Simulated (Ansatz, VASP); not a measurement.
Ta6F in VASP and in Ansatz

```
Ta F
1.0
     4.60022    0.00000    0.00000
    -2.30011    3.98391    0.00000
     0.00000    0.00000   21.40177
Ta F
6 1
Direct
  0.66667 0.33333 0.18690
  0.33333 0.66667 0.23078
  0.00000 0.00000 0.27465
  0.66667 0.33333 0.31578
  0.33333 0.66667 0.35436
  0.00000 0.00000 0.39257
  0.33333 0.66667 0.58088
```

Alike in both runs: task single point; functional LDA; k mesh 6 × 6 × 1; occupations gaussian, width 0.1 eV; collinear spin.

|  | VASP | Ansatz |
| --- | --- | --- |
| version | VASP 6.6.1 | Ansatz 0.2.0 |
| potentials or method | VASP PAW LDA potentials, release 64 (Ta_pv, F), cutoff 520 eV | scalar-relativistic, plane waves, PAW |
| valence electrons in the cell | 73 | 85 |

```csv
,VASP,Ansatz,Ansatz less VASP
rms of the force components (eV/Å),0.718,0.703,-0.0158
net moment per atom (μB),0.00,0.11,+0.105
size of the moment on the site where the two differ most (μB),0.00,0.73,+0.728
```

The net moments are unlike, so the other rows may belong to different states. Ansatz warns that its potentials were made for another functional, while VASP's fit it. LDA's correlation is that of Perdew and Zunger in VASP and of Perdew and Wang (1992) in Ansatz. Site moments also hang on the region over which each program counts them. Atom by atom the forces differ by 0.046 eV/Å (rms over components). VASP's potentials hold 73 valence electrons a cell and Ansatz's 85, so a difference there can come from the potentials and not from the codes.

Neither program's run includes spin-orbit coupling.
